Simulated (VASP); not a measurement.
Write the native input for VASP 6.6.1 that does the following.

```
Task                   : single point
Functional             : PBE
Potentials or basis    : VASP PAW PBE potentials, release 64 (Zn, S)
Cutoff                 : 520 eV
k mesh                 : 6 × 6 × 4
Occupations            : gaussian, width 0.1 eV
Spin                   : no spin polarisation
Dipole correction      : no
Further INCAR settings : ALGO = Normal; EDIFF = 1e-07; NBANDS = 23
```

The structure of ZnS3 lies in POSCAR:

```
ZnS3
1.0
    4.8649074618      0.0000000000      0.0000000000
   -2.4324537309      4.2131334490      0.0000000000
    0.0000000000      0.0000000000      3.8857994770
Zn S
1 3
Direct
    0.0000000000      0.0000000000      0.5000000000
    0.5000000000      0.0000000000      0.0000000000
    0.0000000000      0.5000000000      0.0000000000
    0.5000000000      0.5000000000      0.0000000000
```

The input as run:

INCAR

```
PREC = Accurate
ENCUT = 520
EDIFF = 1E-7
ISMEAR = 0
SIGMA = 0.1
LREAL = False
LASPH = True
NELM = 60
ALGO = Normal
ISIF = 2
LWAVE = False
LCHARG = True
GGA = PE
LELF = True
LVHAR = True
NBANDS = 23
```

KPOINTS

```
Automatic mesh
0
Gamma
  6 6 4
```

Potentials or basis: VASP PAW PBE potentials, release 64 (Zn, S).

The run is started by

```console
$ cat potpaw_PBE.64/Zn/POTCAR potpaw_PBE.64/S/POTCAR > POTCAR
$ mpirun -np 1 vasp_std > vasp.out
```

It gave:

The pressure is -0.3 GPa and the band gap on the k mesh is zero (band 15 reaches 5.24 eV, above the bottom of band 16 at 2.40 eV).

Caveat: the k points lie up to 0.40 Å⁻¹ apart.

It took 33 s on 1 thread of Intel(R) Xeon(R) Platinum 8259CL CPU @ 2.50GHz (Skylake/Cascade Lake), on a shared host, peak memory 0.2 GiB.
